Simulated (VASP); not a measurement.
Set up this calculation in VASP 6.6.1, as the native input.

| Quantity | Value |
| --- | --- |
| Task | single point |
| Functional | LDA |
| Potentials or basis | VASP PAW LDA potentials, release 64 (Mn_pv) |
| Cutoff | 520 eV |
| k mesh | 17 × 17 × 9 |
| Occupations | fermi-dirac, width 0.1 eV |
| Spin | no spin polarisation |
| Dipole correction | no |
| Further INCAR settings | ALGO = Normal; EDIFF = 1e-06; NBANDS = 20 |

The structure of Mn lies in POSCAR:

```
Mn
1.0
   -1.3439567319      1.6354144334      1.1987176510
    1.6354144334     -1.3439567319      1.1987176510
    2.7330970638      2.7330970638     -0.6649123368
Mn
2
Direct
    0.0416635149      0.9583364851      0.0000000000
    0.7083364851      0.2916635149      0.5000000000
```

This isn't the form of Mn at room conditions, which is a 58-atom cubic cell.

The input as run:

INCAR

```
PREC = Accurate
ENCUT = 520
EDIFF = 1E-6
ISMEAR = -1
SIGMA = 0.1
LREAL = F
LASPH = T
NELM = 60
ALGO = Normal
ISIF = 2
LWAVE = F
LCHARG = F
GGA = CA
NBANDS = 20
```

KPOINTS

```
Automatic mesh
0
Gamma
  17 17 9
```

Potentials or basis: VASP PAW LDA potentials, release 64 (Mn_pv).

The run is started by

```console
$ cat potpaw_LDA.64/Mn_pv/POTCAR > POTCAR
$ mpirun -np 1 vasp_std > vasp.out
```

Results of the run:

```json
{"Pressure": "0.5 GPa", "Band gap on the k mesh": "zero (bands 13 and 14 overlap by 2.16 eV)"}
```

Caveat: the run has no spin polarisation, though such a crystal can be magnetic.

Wall time 6.3 min on 1 thread of Intel Xeon 8259CL, with other jobs on the host, peak memory 0.31 GiB.
